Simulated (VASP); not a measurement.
Here is a VASP 6.6.1 calculation.

Contents of INCAR:

```
PREC = Accurate ; ENCUT = 600
EDIFF = 1E-6 ; ISMEAR = 0
SIGMA = 0.05 ; LREAL = F
LASPH = T ; NELM = 120
ALGO = Normal ; ISIF = 2
LWAVE = F ; LCHARG = F
GGA = PS ; NBANDS = 16
GGA_COMPAT = F
```

File KPOINTS:

```
Automatic mesh
0
Gamma
  12 12 6
```

POSCAR

```
AlN
1.0
    3.1110021516      0.0000000000      0.0000000000
   -1.5555010758      2.6942068945      0.0000000000
    0.0000000000      0.0000000000      4.9780000000
Al N
2 2
Direct
    0.3333333333      0.6666666667      0.0000000000
    0.6666666667      0.3333333333      0.5000000000
    0.2219833102      0.4439666204      0.3850000000
    0.6666666667      0.3333333333      0.8850000000
```

Potentials or basis: VASP PAW PBE potentials, release 64 (Al, N).

Run with:

```console
$ cat potpaw_PBE.64/Al/POTCAR potpaw_PBE.64/N/POTCAR > POTCAR
$ mpirun -np 1 vasp_std > vasp.out
```

Q: Estimate the pressure.

A: 12.4 GPa.

Q: Estimate the band gap on the k mesh.

A: 2.77 eV.

Q: Estimate the largest force.

A: 4.410 eV/Å.

Stress tensor (GPa, compression positive):
```
40.83  0.00  0.00
 0.00 -6.78  0.53
 0.00  0.53  3.26
```

Caveat: the cell differs from its parent crystal (atom 3 (N) moved by (+0.000, -0.600) A along x and y); the stress differs along the axes, from -7 to 41 GPa; the PAW data sets were made with another functional, which shifts forces and pressure a little. A k mesh can miss the band edges.
